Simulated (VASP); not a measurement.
**CdSe (Cadmoselite): single point with revPBE+D3(BJ)**

CdSe (Cadmoselite):

```
CELL_PARAMETERS angstrom
4.21222 0.00000 0.00000
-2.10611 3.64789 0.00000
0.00000 0.00000 6.87669
ATOMIC_POSITIONS crystal
Cd 0.66667 0.33333 0.50000
Cd 0.33333 0.66667 0.00000
Se 0.66667 0.33333 0.88500
Se 0.33333 0.66667 0.38500
```

```
Program                : VASP 6.6.1
Task                   : single point
Functional             : revPBE
Dispersion             : D3(BJ)
Potentials or basis    : VASP PAW PBE potentials, release 64 (Cd, Se)
Cutoff                 : 520 eV
k mesh                 : 7 × 7 × 4
Occupations            : fermi-dirac, width 0.05 eV
Spin                   : no spin polarisation
Dipole correction      : no
Further INCAR settings : ALGO = Normal; EDIFF = 1e-06; NBANDS = 26
```

```json
{
  "Pressure": "4.5 GPa",
  "Largest force": "0.371 eV/Å",
  "Band gap on the k mesh": "0.96 eV, direct",
  "Dispersion energy per atom": "-0.658 eV"
}
```

Forces on the atoms (eV/Å):
```
Cd   0.000  0.000  0.371
Cd   0.000  0.000  0.371
Se   0.000  0.000 -0.371
Se   0.000  0.000 -0.371
```

Stress tensor (GPa, compression positive):
```
5.53 0.00 0.00
0.00 5.53 0.00
0.00 0.00 2.49
```

Levels at points of the mesh, in eV from the valence-band top:
| k point | band 14 | band 15 | band 16 | band 17 | band 18 | band 19 | band 20 | band 21 | band 22 | band 23 |
| --- | --- | --- | --- | --- | --- | --- | --- | --- | --- | --- |
| (0.00, 0.00, 0.00) | -0.80 | -0.80 | -0.03 | 0.00 | 0.00 | 0.96 | 2.27 | 5.92 | 5.92 | 6.19 |
| (0.00, 0.00, 0.50) | -2.70 | -0.42 | -0.42 | -0.42 | -0.42 | 2.55 | 2.55 | 6.02 | 6.02 | 6.31 |

Wall time 25 s on 1 thread of Intel(R) Xeon(R) 6975P-C (Granite Rapids), on a shared host, peak memory 0.26 GiB.

Caveat: the PAW data sets were made with another functional, which shifts forces and pressure a little. A hybrid or GW would open this gap; revPBE tends to underestimate it.
